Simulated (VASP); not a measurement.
Crystal: EuO.

```
CELL_PARAMETERS angstrom
0.00000 2.57195 2.57195
2.57195 0.00000 2.57195
2.57195 2.57195 0.00000
ATOMIC_POSITIONS crystal
Eu 0.00000 0.00000 0.00000
O 0.50000 0.50000 0.50000
```

Base run:

| Quantity | Value |
| --- | --- |
| Program | VASP 6.6.1 |
| Functional | BLYP |
| Potentials or basis | VASP PAW PBE potentials, release 64 (Eu, O) |
| Cutoff | 600 eV |
| k mesh | 11 × 11 × 11 |
| Occupations | fermi-dirac, width 0.15 eV |
| Spin | collinear spin, ferromagnetic start |
| Starting moments | [7.0, 0.0] μB |

Its results: pressure -0.3 GPa; net moment 6.89 μB per cell; site moments Eu +6.56; O -0.06 μB.

Question: The run is repeated on the same cell with these changes: functional from BLYP to revPBE. What comes out?

Answer: Pressure -1.9 GPa; net moment 6.94 μB per cell; site moments Eu +6.57; O -0.10 μB.

Caveats: the PAW data sets were made with another functional, which shifts forces and pressure a little; a cell with one magnetic atom can't hold antiferromagnetic order, which such compounds often take.
